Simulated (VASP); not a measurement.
# LuHf4O (P4/mmm) in VASP: further runs

Runs on LuHf4O. Level: PBE. Tasks: single point, relaxation of cell and atoms.

All numbers are computed with VASP 6.6.1; they aren't measurements. Logs are shortened: lines on timing, memory, paths and dates and some standing lists are left out, and cuts for length are marked.

## 1. The cell of the first run

It takes space group P4/mmm (No. 123, tetragonal). Conventional cell: a = 4.064 Å, b = 4.064 Å, c = 8.187 Å, α = 90.00°, β = 90.00°, γ = 90.00°. Lu (site symmetry 4/mmm) has 8 Hf at 3.34 Å and 4 Lu at 4.06 Å within 4.4 Å. Hf (site symmetry 2mm) has 2 O at 2.49 Å and 5 Hf at 2.87 to 2.89 Å and 2 Lu at 3.34 Å within 3.4 Å. Within 3.3 Å of O (site symmetry 4/mmm) lie 8 Hf at 2.49 Å.

The cell was built from a structure type or drawn by symmetry, and may not be a known phase.

## 2. Single point, PBE

File INCAR:

```
SYSTEM = LuHf4O
PREC = Accurate
ENCUT = 520
EDIFF = 1E-6
ISMEAR = 0
SIGMA = 0.1
LREAL = .False.
LASPH = .True.
NELM = 80
ALGO = Normal
ISIF = 2
LWAVE = .False.
LCHARG = .True.
GGA = PE
LELF = .True.
LVHAR = .True.
NBANDS = 44
```

File KPOINTS:

```
Automatic mesh
0
Gamma
  4 4 4
  0 0 0
```

File POSCAR:

```
LuHf4O
1.0
    4.0640262833      0.0000000000      0.0000000000
    0.0000000000      4.0640262833      0.0000000000
    0.0000000000      0.0000000000      8.1866745521
Lu Hf O
1 4 1
Direct
    0.5000000000      0.5000000000      0.5000000000
    0.5000000000      0.0000000000      0.8236050227
    0.0000000000      0.5000000000      0.1763949773
    0.5000000000      0.0000000000      0.1763949773
    0.0000000000      0.5000000000      0.8236050227
    0.0000000000      0.0000000000      0.0000000000
```

Potentials or basis: VASP PAW PBE potentials, release 64 (Lu, Hf_pv, O).

Started as:

```console
cat potpaw_PBE.64/Lu/POTCAR potpaw_PBE.64/Hf_pv/POTCAR potpaw_PBE.64/O/POTCAR > POTCAR
mpirun -np 1 vasp_std > vasp.out
```

OUTCAR:

```text
SYSTEM = LuHf4O
   PREC = Accurate
   ENCUT = 520
   EDIFF = 1E-6
   ISMEAR = 0
   LREAL = .False.
   LASPH = .True.
   NELM = 80
   ISIF = 2
   GGA = PE

 ion  position               nearest neighbor table
   1  0.500  0.500  0.500-   2 3.34   3 3.34   4 3.34   5 3.34   2 3.34   4 3.34   3 3.34   5 3.34

   2  0.500  0.000  0.824-   6 2.49   6 2.49   5 2.87   5 2.87   5 2.87   5 2.87   4 2.89   1 3.34
                             1 3.34
   3  0.000  0.500  0.176-   6 2.49   6 2.49   4 2.87   4 2.87   4 2.87   4 2.87   5 2.89   1 3.34
                             1 3.34
   4  0.500  0.000  0.176-   6 2.49   6 2.49   3 2.87   3 2.87   3 2.87   3 2.87   2 2.89   1 3.34
                             1 3.34
   5  0.000  0.500  0.824-   6 2.49   6 2.49   2 2.87   2 2.87   2 2.87   2 2.87   3 2.89   1 3.34
                             1 3.34
   6  0.000  0.000  0.000-   2 2.49   3 2.49   4 2.49   5 2.49   3 2.49   5 2.49   2 2.49   4 2.49

  LATTYP: Found a simple tetragonal cell.
 ALAT       =     4.0640262833
 C/A-ratio  =     2.0144246079

  Lattice vectors:

 A1 = (   4.0640262833,   0.0000000000,   0.0000000000)
 A2 = (   0.0000000000,   4.0640262833,   0.0000000000)
 A3 = (   0.0000000000,   0.0000000000,   8.1866745521)

Analysis of symmetry for initial positions (statically):
=====================================================================
 Subroutine PRICEL returns:
 Original cell was already a primitive cell.

 Routine SETGRP: Setting up the symmetry group for a
 simple tetragonal supercell.

 Subroutine GETGRP returns: Found 16 space group operations
 (whereof 16 operations were pure point group operations)
 out of a pool of 16 trial point group operations.

The static configuration has the point symmetry D_4h.

Analysis of symmetry for dynamics (positions and initial velocities):
=====================================================================
 Subroutine PRICEL returns:
 Original cell was already a primitive cell.

 Routine SETGRP: Setting up the symmetry group for a
 simple tetragonal supercell.

 Subroutine GETGRP returns: Found 16 space group operations
 (whereof 16 operations were pure point group operations)
 out of a pool of 16 trial point group operations.

The dynamic configuration has the point symmetry D_4h.

 Subroutine INISYM returns: Found 16 space group operations
 (whereof 16 operations are pure point group operations),
 and found     1 'primitive' translations

----------------------------------------------------------------------------------------

                                     Primitive cell

  volume of cell :     135.2137

  direct lattice vectors                    reciprocal lattice vectors
     4.064026283  0.000000000  0.000000000     0.246061401  0.000000000  0.000000000
     0.000000000  4.064026283  0.000000000     0.000000000  0.246061401  0.000000000
     0.000000000  0.000000000  8.186674552     0.000000000  0.000000000  0.122149719

  length of vectors
     4.064026283  4.064026283  8.186674552     0.246061401  0.246061401  0.122149719

  position of ions in fractional coordinates (direct lattice)
     0.500000000  0.500000000  0.500000000
     0.500000000  0.000000000  0.823605023
     0.000000000  0.500000000  0.176394977
     0.500000000  0.000000000  0.176394977
     0.000000000  0.500000000  0.823605023
     0.000000000  0.000000000  0.000000000

  ion indices of the primitive-cell ions
   primitive index   ion index
                 1           1
                 2           2
                 3           3
                 4           4
                 5           5
                 6           6

----------------------------------------------------------------------------------------

 KPOINTS: Automatic mesh

Automatic generation of k-mesh.
 Grid dimensions read from file:
 generate k-points for:    4    4    4

 Generating k-lattice:

  Cartesian coordinates                     Fractional coordinates (reciprocal lattice)
     0.061515350  0.000000000  0.000000000     0.250000000  0.000000000  0.000000000
     0.000000000  0.061515350  0.000000000     0.000000000  0.250000000  0.000000000
     0.000000000  0.000000000  0.030537430     0.000000000  0.000000000  0.250000000

  Length of vectors
     0.061515350  0.061515350  0.030537430

  Shift w.r.t. Gamma in fractional coordinates (k-lattice)
     0.000000000  0.000000000  0.000000000

 Subroutine IBZKPT returns following result:
 ===========================================

 Found     18 irreducible k-points:

 Following reciprocal coordinates:
            Coordinates               Weight
  0.000000  0.000000  0.000000      1.000000
  0.250000  0.000000  0.000000      4.000000
  0.500000  0.000000  0.000000      2.000000
  0.250000  0.250000  0.000000      4.000000
  0.500000  0.250000  0.000000      4.000000
  0.500000  0.500000  0.000000      1.000000
[... 10 lines left out ...]
  0.500000  0.250000  0.500000      4.000000
  0.500000  0.500000  0.500000      1.000000
   k-points           NKPTS =     18   k-points in BZ     NKDIM =     18   number of bands    NBANDS=     44
   number of dos      NEDOS =    301   number of ions     NIONS =      6
   total plane-waves  NPLWV =  57600
   dimension x,y,z NGX =    30 NGY =   30 NGZ =   64
   dimension x,y,z NGXF=    60 NGYF=   60 NGZF=  128
   ions per type =               1   4   1
   NGX,Y,Z   is equivalent  to a cutoff of  12.27, 12.27, 13.00 a.u.
   NGXF,Y,Z  is equivalent  to a cutoff of  24.54, 24.54, 25.99 a.u.
 SYSTEM =  LuHf4O
   PREC   = accura    normal or accurate (medium, high low for compatibility)
   ISTART =      0    job   : 0-new  1-cont  2-samecut
   ICHARG =      2    charge: 1-file 2-atom 10-const
   ISPIN  =      1    spin polarized calculation?
   LNONCOLLINEAR =      F non collinear calculations
   LSORBIT =      F    spin-orbit coupling
   LASPH  =      T    aspherical Exc in radial PAW
   ENCUT  =  520.0 eV  38.22 Ry    6.18 a.u.   7.56  7.56 15.22*2*pi/ulx,y,z
   NELM   =     80;   NELMIN=  2; NELMDL= -5     # of ELM steps
   EDIFF  = 0.1E-05   stopping-criterion for ELM
   LREAL  =      F    real-space projection
[... 7 lines left out ...]
   TEBEG  =    0.0;   TEEND  =   0.0 temperature during run
   PSTRESS=    0.0 pullay stress
   NELECT =      71.0000    total number of electrons
   NUPDOWN=      -1.0000    fix difference up-down
   EMIN   =  10.00;   EMAX   =-10.00  energy-range for DOS
   EFERMI =   0.00;   METHOD = LEGACY
   ISMEAR =     0;   SIGMA  =   0.10  broadening in eV -4-tet -1-fermi 0-gaus
   EFERMI_NEDOS =   21; number of points for ismear=-14 and -15
   IALGO  =     38    algorithm
   IMIX   =      4    mixing-type and parameters
     AMIX     =   0.40;   BMIX     =  1.00
     AMIX_MAG =   1.60;   BMIX_MAG =  1.00
  volume/ion in A,a.u.               =      22.54       152.08
  Fermi-wavevector in a.u.,A,eV,Ry     =   1.320750  2.495856 23.733754  1.744382
  Thomas-Fermi vector in A             =   2.450554
   LORBIT       =      0    0 simple, 1 ext, 2 COOP (PROOUT), +10 PAW based schemes
   GGA     = PE    functional components
   LHFCALC =     F    Hartree Fock is set to
   AEXX    =    0.0000 exact exchange contribution
   IVDW    =     0    specifies the selected vdW correction
   LEPSILON=     F    determine dielectric tensor
   LRPA    =     F    only Hartree local field effects (RPA)
 non-spin polarized calculation
 Gauss-broadening in eV      SIGMA  =   0.10
  energy-cutoff  :      520.00
  volume of cell :      135.21
 maximum number of plane-waves:      3679
   NGX = 15   NGY = 15   NGZ = 31

 number of electron      71.0000028 magnetization

 Free energy of the ion-electron system (eV)
  ---------------------------------------------------
  ext. energy  EPLUGINS =         0.00000000
  ---------------------------------------------------
  free energy    TOTEN  =       -48.18727410 eV

  energy without entropy =      -48.14718139  energy(sigma->0) =      -48.16722775

 E-fermi :   3.7358     XC(G=0): -10.6857

 val. band max:        3.7352119334   @ k =   0.5000   0.2500   0.0000
 cond. band min:       3.7540480253   @ k =   0.2500   0.2500   0.0000
 fundamental gap:      0.0188360919
 Fermi energy:         3.7357548111

 k-point     1 :       0.0000    0.0000    0.0000
  band No.  band energies     occupation
      1     -52.7191      2.00000
      2     -27.2496      2.00000
      3     -27.2496      2.00000
      4     -27.2132      2.00000
      5     -27.1746      2.00000
      6     -27.1746      2.00000
[... 36 lines left out ...]
     43       6.0352      0.00000
     44       7.7117      0.00000

 k-point     2 :       0.2500    0.0000    0.0000
  band No.  band energies     occupation
      1     -52.7187      2.00000
      2     -27.1776      2.00000
      3     -27.1408      2.00000
      4     -27.1262      2.00000
      5     -27.0710      2.00000
      6     -27.0541      2.00000
[... 36 lines left out ...]
     43       6.2262      0.00000
     44       6.3894      0.00000

 k-point     3 :       0.5000    0.0000    0.0000
  band No.  band energies     occupation
      1     -52.7183      2.00000
      2     -27.0765      2.00000
      3     -27.0515      2.00000
      4     -26.9163      2.00000
      5     -26.8655      2.00000
      6     -26.8344      2.00000
[... 36 lines left out ...]
     43       5.6639      0.00000
     44       6.2514      0.00000

 k-point     4 :       0.2500    0.2500    0.0000
  band No.  band energies     occupation
      1     -52.7183      2.00000
      2     -27.3465      2.00000
      3     -27.2529      2.00000
      4     -27.1326      2.00000
      5     -26.9829      2.00000
      6     -26.8886      2.00000
[... 600 lines left out ...]
     43       5.7650      0.00000
     44       6.5746      0.00000

 k-point    17 :       0.5000    0.2500    0.5000
  band No.  band energies     occupation
      1     -52.7179      2.00000
      2     -27.3295      2.00000
      3     -27.2128      2.00000
      4     -27.1721      2.00000
      5     -27.1002      2.00000
      6     -27.0521      2.00000
[... 36 lines left out ...]
     43       6.1868      0.00000
     44       6.6286      0.00000

 k-point    18 :       0.5000    0.5000    0.5000
  band No.  band energies     occupation
      1     -52.7175      2.00000
      2     -27.5041      2.00000
      3     -27.3757      2.00000
      4     -27.3354      2.00000
      5     -27.2587      2.00000
      6     -27.0467      2.00000
[... 36 lines left out ...]
     43       6.8813      0.00000
     44       7.0717      0.00000

------------------------ aborting loop because EDIFF is reached ----------------------------------------

  FORCE on cell =-STRESS in cart. coord.  units (eV):
  Direction    XX          YY          ZZ          XY          YZ          ZX
  --------------------------------------------------------------------------------------
  -------------------------------------------------------------------------------------
  Total       -0.4822689     -0.4822689     -0.1036756      0.0000000      0.0000000      0.0000000
  in kB       -5.7145140     -5.7145140     -1.2284758      0.0000000      0.0000000      0.0000000
  external PRESSURE =      -4.2191679 kB  Pullay stress =       0.0000000 kB

 VOLUME and BASIS-vectors are now :
 -----------------------------------------------------------------------------
  energy-cutoff  :      520.00
  volume of cell :      135.21
      direct lattice vectors                 reciprocal lattice vectors
     4.064026283  0.000000000  0.000000000     0.246061401  0.000000000  0.000000000
     0.000000000  4.064026283  0.000000000     0.000000000  0.246061401  0.000000000
     0.000000000  0.000000000  8.186674552     0.000000000  0.000000000  0.122149719

 POSITION                                       TOTAL-FORCE (eV/Angst)
 -----------------------------------------------------------------------------------
      2.03201      2.03201      4.09334        -0.000000     -0.000000     -0.000000
      2.03201      0.00000      6.74259         0.000000     -0.000000      0.061298
      0.00000      2.03201      1.44409        -0.000000     -0.000000     -0.061298
      2.03201      0.00000      1.44409        -0.000000      0.000000     -0.061298
      0.00000      2.03201      6.74259         0.000000      0.000000      0.061298
      0.00000      0.00000      0.00000        -0.000000     -0.000000     -0.000000
 -----------------------------------------------------------------------------------
    total drift:                                0.000000      0.000000      0.000000

  FREE ENERGIE OF THE ION-ELECTRON SYSTEM (eV)
  ---------------------------------------------------
  free  energy   TOTEN  =       -48.1872741017 eV

  energy  without entropy=      -48.1471813889  energy(sigma->0) =      -48.16722775
```

Run time: 66 s. Hardware: 1 thread of Intel Xeon 6975P-C (Granite Rapids), shared host; peak memory 0.29 GiB.

What came out:

| Item | Value |
| --- | --- |
| Free energy | -48.1873 eV |
| Pressure | -0.4 GPa |
| Largest force | 0.061 eV/Å |
| Band gap on the k mesh | zero (an odd number of electrons rules out a gap without spin polarisation) |

Forces on the atoms (eV/Å):
```
Lu   0.000  0.000  0.000
Hf   0.000  0.000  0.061
Hf   0.000  0.000 -0.061
Hf   0.000  0.000 -0.061
Hf   0.000  0.000  0.061
O    0.000  0.000  0.000
```

Stress tensor (GPa, compression positive):
```
-0.57  0.00  0.00
 0.00 -0.57  0.00
 0.00  0.00 -0.12
```

Levels at points of the mesh, in eV from the Fermi level:
```tsv
k point	band 31	band 32	band 33	band 34	band 35	band 36	band 37	band 38	band 39	band 40
(0.00, 0.00, 0.00)	-1.92	-1.70	-1.14	-0.61	-0.03	0.06	0.38	0.38	0.71	0.71
(0.50, 0.00, 0.00)	-1.55	-1.32	-0.40	-0.30	0.30	0.68	0.98	1.31	1.40	1.53
(0.50, 0.50, 0.00)	-1.56	-0.99	-0.99	-0.78	-0.29	-0.22	-0.22	0.03	0.84	0.84
(0.00, 0.00, 0.50)	-2.06	-1.68	-1.17	-0.85	0.08	0.08	0.29	0.46	0.83	1.23
(0.50, 0.00, 0.50)	-1.58	-0.59	-0.44	-0.39	0.12	0.64	0.65	1.12	1.41	1.44
(0.50, 0.50, 0.50)	-1.59	-1.26	-1.23	-1.23	-0.63	-0.24	-0.24	0.63	1.07	1.07
```

Caveat: the k points lie up to 0.39 Å⁻¹ apart, too coarse for converged energies and pressures of a metal; spin-orbit coupling is left out, which moves the levels of the heavy elements; an odd number of electrons without spin polarisation forces a metal; a magnetic or distorted state may lie lower.

(Continued in part 2 of 3.)
